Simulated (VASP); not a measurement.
# SrO (Fm-3m) in VASP: settings compared

Aim: see how the results for SrO move with the level of theory and the settings. Levels: PBE, revPBE. Tasks: single point.

Everything below comes from runs of VASP 6.6.1. Logs are shortened: lines on timing, memory, paths and dates and some standing lists are left out, and cuts for length are marked.

### Step 1. The cell of the first run

Symmetry: Fm-3m, No. 225, cubic system. The conventional cell has a = 5.168 Å, b = 5.168 Å, c = 5.168 Å, α = 90.00°, β = 90.00°, γ = 90.00°. Sr (site symmetry m-3m) has 6 O at 2.58 Å within 3.4 Å. Within 3.4 Å of O (site symmetry m-3m) lie 6 Sr at 2.58 Å.

### Step 2. Single point, PBE

File INCAR:

```
SYSTEM = SrO
  PREC = Accurate
  ENCUT = 600
  EDIFF = 1E-6
  ISMEAR = 0
  SIGMA = 0.01
  LREAL = .FALSE.
  LASPH = .TRUE.
  NELM = 120
  ALGO = Normal
  ISIF = 2
  LWAVE = .FALSE.
  LCHARG = .TRUE.
  GGA = PE
  LELF = .TRUE.
  LVHAR = .TRUE.
  NBANDS = 15
  GGA_COMPAT = .FALSE.
```

File KPOINTS:

```
regular mesh
0
G
  2 2 2
  0 0 0
```

File POSCAR:

```
SrO
1.0
    0.0000000000      2.5837846888      2.5837846888
    2.5837846888      0.0000000000      2.5837846888
    2.5837846888      2.5837846888      0.0000000000
Sr O
1 1
Direct
    0.5000000000      0.5000000000      0.5000000000
    0.0000000000      0.0000000000      0.0000000000
```

Potentials or basis: VASP PAW PBE potentials, release 64 (Sr_sv, O).

Started as:

```console
> cat potpaw_PBE.64/Sr_sv/POTCAR potpaw_PBE.64/O/POTCAR > POTCAR
> mpirun -np 1 vasp_std > vasp.out
```

OUTCAR:

```text
SYSTEM = SrO
   PREC = Accurate
   ENCUT = 600
   EDIFF = 1E-6
   ISMEAR = 0
   LREAL = .FALSE.
   LASPH = .TRUE.
   NELM = 120
   ISIF = 2
   GGA = PE

 ion  position               nearest neighbor table
   1  0.500  0.500  0.500-   2 2.58   2 2.58   2 2.58   2 2.58   2 2.58   2 2.58
   2  0.000  0.000  0.000-   1 2.58   1 2.58   1 2.58   1 2.58   1 2.58   1 2.58

  LATTYP: Found a face centered cubic cell.
 ALAT       =     5.1675693776

  Lattice vectors:

 A1 = (   0.0000000000,   2.5837846888,   2.5837846888)
 A2 = (   2.5837846888,   0.0000000000,   2.5837846888)
 A3 = (   2.5837846888,   2.5837846888,   0.0000000000)

Analysis of symmetry for initial positions (statically):
=====================================================================
 Subroutine PRICEL returns:
 Original cell was already a primitive cell.

 Routine SETGRP: Setting up the symmetry group for a
 face centered cubic supercell.

 Subroutine GETGRP returns: Found 48 space group operations
 (whereof 48 operations were pure point group operations)
 out of a pool of 48 trial point group operations.

The static configuration has the point symmetry O_h .

Analysis of symmetry for dynamics (positions and initial velocities):
=====================================================================
 Subroutine PRICEL returns:
 Original cell was already a primitive cell.

 Routine SETGRP: Setting up the symmetry group for a
 face centered cubic supercell.

 Subroutine GETGRP returns: Found 48 space group operations
 (whereof 48 operations were pure point group operations)
 out of a pool of 48 trial point group operations.

The dynamic configuration has the point symmetry O_h .

 Subroutine INISYM returns: Found 48 space group operations
 (whereof 48 operations are pure point group operations),
 and found     1 'primitive' translations

----------------------------------------------------------------------------------------

                                     Primitive cell

  volume of cell :      34.4984

  direct lattice vectors                    reciprocal lattice vectors
     0.000000000  2.583784689  2.583784689    -0.193514577  0.193514577  0.193514577
     2.583784689  0.000000000  2.583784689     0.193514577 -0.193514577  0.193514577
     2.583784689  2.583784689  0.000000000     0.193514577  0.193514577 -0.193514577

  length of vectors
     3.654023349  3.654023349  3.654023349     0.335177079  0.335177079  0.335177079

  position of ions in fractional coordinates (direct lattice)
     0.500000000  0.500000000  0.500000000
     0.000000000  0.000000000  0.000000000

  ion indices of the primitive-cell ions
[... 66 lines left out ...]
   EMIN   =  10.00;   EMAX   =-10.00  energy-range for DOS
   EFERMI =   0.00;   METHOD = LEGACY
   ISMEAR =     0;   SIGMA  =   0.01  broadening in eV -4-tet -1-fermi 0-gaus
   EFERMI_NEDOS =   21; number of points for ismear=-14 and -15
   IALGO  =     38    algorithm
   IMIX   =      4    mixing-type and parameters
     AMIX     =   0.40;   BMIX     =  1.00
     AMIX_MAG =   1.60;   BMIX_MAG =  1.00
  volume/ion in A,a.u.               =      17.25       116.40
  Fermi-wavevector in a.u.,A,eV,Ry     =   1.267210  2.394679 21.848515  1.605821
  Thomas-Fermi vector in A             =   2.400370
   LORBIT       =      0    0 simple, 1 ext, 2 COOP (PROOUT), +10 PAW based schemes
   GGA     = PE    functional components
   LHFCALC =     F    Hartree Fock is set to
   AEXX    =    0.0000 exact exchange contribution
   IVDW    =     0    specifies the selected vdW correction
   LEPSILON=     F    determine dielectric tensor
   LRPA    =     F    only Hartree local field effects (RPA)
 non-spin polarized calculation
 Gauss-broadening in eV      SIGMA  =   0.01
  energy-cutoff  :      600.00
  volume of cell :       34.50
 maximum number of plane-waves:      1162
 NGX is ok and might be reduce to    30
   NGX = 15   NGY = 15   NGZ = 15

 number of electron      15.9999998 magnetization

 Free energy of the ion-electron system (eV)
  ---------------------------------------------------
  ext. energy  EPLUGINS =         0.00000000
  ---------------------------------------------------
  free energy    TOTEN  =       -11.85378112 eV

  energy without entropy =      -11.85378112  energy(sigma->0) =      -11.85378112

 E-fermi :   1.8687     XC(G=0):  -9.9208

 val. band max:        1.8183886470   @ k =   0.0000   0.0000   0.0000
 cond. band min:       4.8827742429   @ k =   0.5000   0.5000   0.0000
 fundamental gap:      3.0643855960
 Fermi energy:         1.8686861268

 k-point     1 :       0.0000    0.0000    0.0000
  band No.  band energies     occupation
      1     -30.9134      2.00000
      2     -13.2417      2.00000
      3     -12.5599      2.00000
      4     -12.5599      2.00000
      5     -12.5599      2.00000
      6       1.8184      2.00000
      7       1.8184      2.00000
      8       1.8184      2.00000
      9       5.5415      0.00000
     10       7.7621      0.00000
     11       7.7621      0.00000
     12       7.7621      0.00000
     13       9.8915      0.00000
     14       9.8915      0.00000
[... 23 lines left out ...]
      2     -13.4620      2.00000
      3     -13.2040      2.00000
      4     -12.9047      2.00000
      5     -12.9047      2.00000
      6       1.3217      2.00000
      7       1.7091      2.00000
      8       1.7091      2.00000
      9       4.8828      0.00000
     10       9.3124      0.00000
     11      11.6460      0.00000
     12      11.9572      0.00000
     13      12.5217      0.00000
     14      12.5217      0.00000
     15      15.0838      0.00000

------------------------ aborting loop because EDIFF is reached ----------------------------------------

  FORCE on cell =-STRESS in cart. coord.  units (eV):
  Direction    XX          YY          ZZ          XY          YZ          ZX
  --------------------------------------------------------------------------------------
  -------------------------------------------------------------------------------------
  Total        0.5004472      0.5004472      0.5004472     -0.0000000     -0.0000000      0.0000000
  in kB       23.2418065     23.2418065     23.2418065     -0.0000000     -0.0000000      0.0000000
  external PRESSURE =      23.2418065 kB  Pullay stress =       0.0000000 kB

 VOLUME and BASIS-vectors are now :
 -----------------------------------------------------------------------------
  energy-cutoff  :      600.00
  volume of cell :       34.50
      direct lattice vectors                 reciprocal lattice vectors
     0.000000000  2.583784689  2.583784689    -0.193514577  0.193514577  0.193514577
     2.583784689  0.000000000  2.583784689     0.193514577 -0.193514577  0.193514577
     2.583784689  2.583784689  0.000000000     0.193514577  0.193514577 -0.193514577

 POSITION                                       TOTAL-FORCE (eV/Angst)
 -----------------------------------------------------------------------------------
      2.58378      2.58378      2.58378        -0.000000     -0.000000     -0.000000
      0.00000      0.00000      0.00000         0.000000      0.000000      0.000000
 -----------------------------------------------------------------------------------
    total drift:                               -0.000000      0.000000      0.000000

  FREE ENERGIE OF THE ION-ELECTRON SYSTEM (eV)
  ---------------------------------------------------
  free  energy   TOTEN  =       -11.8537811205 eV

  energy  without entropy=      -11.8537811205  energy(sigma->0) =      -11.85378112
```

OSZICAR:

```text
N       E                     dE             d eps       ncg     rms          rms(c)
DAV:   1     0.682273614615E+02    0.68227E+02   -0.87452E+03    90   0.114E+03
DAV:   2    -0.107533230255E+02   -0.78981E+02   -0.71683E+02   118   0.227E+02
DAV:   3    -0.140545501541E+02   -0.33012E+01   -0.32711E+01   134   0.405E+01
DAV:   4    -0.142168432193E+02   -0.16229E+00   -0.16228E+00   113   0.494E+00
DAV:   5    -0.142169873072E+02   -0.14409E-03   -0.14409E-03   111   0.227E-01    0.160E+01
DAV:   6    -0.119550277947E+02    0.22620E+01   -0.76748E+00    90   0.190E+01    0.198E+01
DAV:   7    -0.118643874134E+02    0.90640E-01   -0.27741E-01    97   0.413E+00    0.114E+01
DAV:   8    -0.118505870271E+02    0.13800E-01   -0.10423E-01   104   0.315E+00    0.660E-01
DAV:   9    -0.118527999167E+02   -0.22129E-02   -0.54241E-03   133   0.538E-01    0.216E-01
DAV:  10    -0.118536835276E+02   -0.88361E-03   -0.95303E-04    90   0.233E-01    0.804E-02
DAV:  11    -0.118537689617E+02   -0.85434E-04   -0.88179E-05    90   0.726E-02    0.370E-02
DAV:  12    -0.118537811008E+02   -0.12139E-04   -0.18697E-05   112   0.313E-02    0.579E-03
DAV:  13    -0.118537811205E+02   -0.19646E-07   -0.39618E-07    87   0.469E-03
   1 F= -.11853781E+02 E0= -.11853781E+02  d E =-.218005E-13
```

Wall time 5.9 s (1 thread of Intel Xeon 6975P-C (Granite Rapids), shared host); peak memory 0.16 GiB.

What came out:

```yaml
Free_energy: -11.8538 eV
Pressure: 2.3 GPa
Band_gap_on_the_k_mesh: 3.06 eV, indirect (least direct gap 3.17 eV)
```

Caveat: the k points lie up to 1.05 Å⁻¹ apart. A k mesh can miss the band edges.

### Step 3. Single point, PBE

This run uses another cell than the first one, of 14.06 Å³/atom, 0.815 times its volume.

File INCAR:

```
SYSTEM = SrO
PREC = Accurate ; ENCUT = 600
EDIFF = 1E-6 ; ISMEAR = 0
SIGMA = 0.01 ; LREAL = .FALSE.
LASPH = .TRUE. ; NELM = 120
ALGO = Normal ; ISIF = 2
LWAVE = .FALSE. ; LCHARG = .TRUE.
GGA = PE ; LELF = .TRUE.
LVHAR = .TRUE. ; NBANDS = 15
GGA_COMPAT = .FALSE.
```

File KPOINTS:

```
Automatic mesh
0
G
  3 3 3
  0 0 0
```

File POSCAR:

```
SrO
1.0
    0.0000000000      2.4134715844      2.4134715844
    2.4134715844      0.0000000000      2.4134715844
    2.4134715844      2.4134715844      0.0000000000
Sr O
1 1
Direct
    0.5000000000      0.5000000000      0.5000000000
    0.0000000000      0.0000000000      0.0000000000
```

Potentials or basis: VASP PAW PBE potentials, release 64 (Sr_sv, O).

Started as:

```console
> cat potpaw_PBE.64/Sr_sv/POTCAR potpaw_PBE.64/O/POTCAR > POTCAR
> mpirun -np 1 vasp_std > vasp.out
```

Run time: 5.4 s. Hardware: 1 thread of Intel Xeon 6975P-C (Granite Rapids), shared host; peak memory 0.15 GiB.

Results (log left out):

* Free energy: -11.4395 eV
* Pressure: 32.2 GPa
* Band gap on the k mesh: 3.61 eV, indirect (least direct gap 3.64 eV)

Levels at points of the mesh, in eV from the valence-band top:
```csv
k point,band 6,band 7,band 8,band 9,band 10,band 11
"(0.00, 0.00, 0.00)",0.00,0.00,0.00,5.48,6.52,6.52
```

Caveat: the k points lie up to 0.75 Å⁻¹ apart. Expect the measured gap to be larger: semilocal functionals such as PBE lack the derivative discontinuity.

### Step 4. Single point, revPBE

File INCAR:

```
SYSTEM = SrO
  PREC = Accurate
  ENCUT = 600
  EDIFF = 1E-6
  ISMEAR = 0
  SIGMA = 0.1
  LREAL = .False.
  LASPH = .True.
  NELM = 120
  ALGO = Normal
  ISIF = 2
  LWAVE = .False.
  LCHARG = .False.
  GGA = RE
  NBANDS = 15
  GGA_COMPAT = .False.
```

File KPOINTS:

```
Automatic mesh
0
Gamma
  2 2 2
  0 0 0
```

File POSCAR:

```
SrO
1.0
    0.0000000000      2.5837846888      2.5837846888
    2.5837846888      0.0000000000      2.5837846888
    2.5837846888      2.5837846888      0.0000000000
Sr O
1 1
Direct
    0.9460000000      0.8040000000      0.7670000000
    0.4460000000      0.3040000000      0.2670000000
```

Started as:

```console
> cat potpaw_PBE.64/Sr_sv/POTCAR potpaw_PBE.64/O/POTCAR > POTCAR
> mpirun -np 1 vasp_std > vasp.out
```

It took 5.9 s on 1 thread of Intel Xeon 6975P-C (Granite Rapids), shared host; peak memory 0.16 GiB.

It converged, with:

| Quantity | Value |
| --- | --- |
| Free energy | -11.2542 eV |
| Pressure | 4.6 GPa |
| Band gap on the k mesh | 3.17 eV, indirect (least direct gap 3.28 eV) |

Levels at points of the mesh, in eV from the valence-band top:
```
           k point  band 5  band 6  band 7  band 8  band 9  band 10  band 11  band 12
(0.00, 0.00, 0.00)  -14.45    0.00    0.00    0.00    3.88     6.00     6.00     6.00
(0.50, 0.00, 0.00)  -13.12   -2.17   -1.14   -1.14    6.44     8.32     8.57     8.57
(0.50, 0.50, 0.00)  -14.79   -0.49   -0.11   -0.11    3.17     7.54     9.81    10.29
```

Caveat: the k points lie up to 1.05 Å⁻¹ apart; the PAW data sets were made with another functional, which shifts forces and pressure a little. A k mesh can miss the band edges.

### Step 5. Single point, PBE

File INCAR:

```
SYSTEM = SrO
PREC = Accurate
ENCUT = 600
EDIFF = 1E-6
ISMEAR = 0
SIGMA = 0.1
LREAL = .FALSE.
LASPH = .TRUE.
NELM = 120
ALGO = Normal
ISIF = 2
LWAVE = .FALSE.
LCHARG = .FALSE.
GGA = PE
NBANDS = 15
GGA_COMPAT = .FALSE.
```

File KPOINTS:

```
regular mesh
0
G
  2 2 2
  0 0 0
```

File POSCAR:

```
SrO
1.0
    0.0000000000      2.5837846888      2.5837846888
    2.5837846888      0.0000000000      2.5837846888
    2.5837846888      2.5837846888      0.0000000000
Sr O
1 1
Direct
    0.5000000000      0.5000000000      0.5000000000
    0.0000000000      0.0000000000      0.0000000000
```

Started as:

```console
> cat potpaw_PBE.64/Sr_sv/POTCAR potpaw_PBE.64/O/POTCAR > POTCAR
> mpirun -np 1 vasp_std > vasp.out
```

It took 6.1 s on 1 thread of Intel Xeon 6975P-C (Granite Rapids), shared host; peak memory 0.16 GiB.

It converged, with:

```
Free energy            : -11.8538 eV
Pressure               : 2.3 GPa
Band gap on the k mesh : 3.06 eV, indirect (least direct gap 3.17 eV)
```

Levels at points of the mesh, in eV from the valence-band top:
```tsv
k point	band 6	band 7	band 8	band 9	band 10	band 11
(0.00, 0.00, 0.00)	0.00	0.00	0.00	3.72	5.94	5.94
(0.50, 0.00, 0.00)	-2.22	-1.15	-1.15	6.37	8.17	8.54
(0.50, 0.50, 0.00)	-0.50	-0.11	-0.11	3.06	7.49	9.83
```

Caveat: the k points lie up to 1.05 Å⁻¹ apart.

### Step 6. Single point, revPBE

File INCAR:

```
SYSTEM = SrO
  ALGO = Normal
  EDIFF = 1E-6
  ENCUT = 600
  GGA = RE
  GGA_COMPAT = .False.
  ISIF = 2
  ISMEAR = 0
  ISYM = 0
  LASPH = .True.
  LCHARG = .True.
  LELF = .True.
  LREAL = .False.
  LVHAR = .True.
  LWAVE = .False.
  NBANDS = 15
  NELECT = 17.0
  NELM = 120
  PREC = Accurate
  SIGMA = 0.1
```

File KPOINTS:

```
Automatic mesh
0
Gamma
  2 2 2
  0 0 0.5
```

POSCAR is that of step 5.

Potentials or basis: VASP PAW PBE potentials, release 64 (Sr_sv, O).

Started as:

```console
> cat potpaw_PBE.64/Sr_sv/POTCAR potpaw_PBE.64/O/POTCAR > POTCAR
> mpirun -np 1 vasp_std > vasp.out
```

It took 13 s on 1 thread of Intel Xeon 6975P-C (Granite Rapids), shared host; peak memory 0.17 GiB.

The run converged. Its results:

| Property | Result |
| --- | --- |
| Free energy | -5.2699 eV |

Levels at points of the mesh, in eV from the Fermi level:
```csv
k point,band 7,band 8,band 9,band 10,band 11,band 12
"(0.00, 0.00, 0.25)",-5.48,-5.48,0.82,1.05,2.51,2.51
```

Caveat: the k points lie up to 1.05 Å⁻¹ apart; the cell carries a net charge on a neutralising background, which shifts energy and pressure; the cell is charged against a uniform background, so pressure and absolute levels hang on convention; the PAW data sets were made with another functional, which shifts forces and pressure a little; an odd number of electrons without spin polarisation forces a metal; a magnetic or distorted state may lie lower.

### Step 7. Overview

| level | cell | k mesh | smearing | gap on the mesh (eV) | pressure (GPa) |
| --- | --- | --- | --- | --- | --- |
| PBE | a = 3.654 Å, angles 60.0°, 2 atoms | 2 × 2 × 2 | gaussian 0.01 eV | 3.06 | 2.3 |
| PBE | a = 3.413 Å, angles 60.0°, 2 atoms | 3 × 3 × 3 | gaussian 0.01 eV | 3.61 | 32.2 |
| revPBE | a = 3.654 Å, angles 60.0°, 2 atoms | 2 × 2 × 2 | gaussian 0.1 eV | 3.17 | 4.6 |
| PBE | a = 3.654 Å, angles 60.0°, 2 atoms | 2 × 2 × 2 | gaussian 0.1 eV | 3.06 | 2.3 |

Alike in all rows: task single point; potentials or basis VASP PAW PBE potentials, release 64 (Sr_sv, O); no spin polarisation; cutoff (eV) 600.

Caveats: all runs use coarse meshes; the PAW data sets were made with another functional, which shifts forces and pressure a little (some runs).

Absolute energies hang on the potentials; compare differences alone.
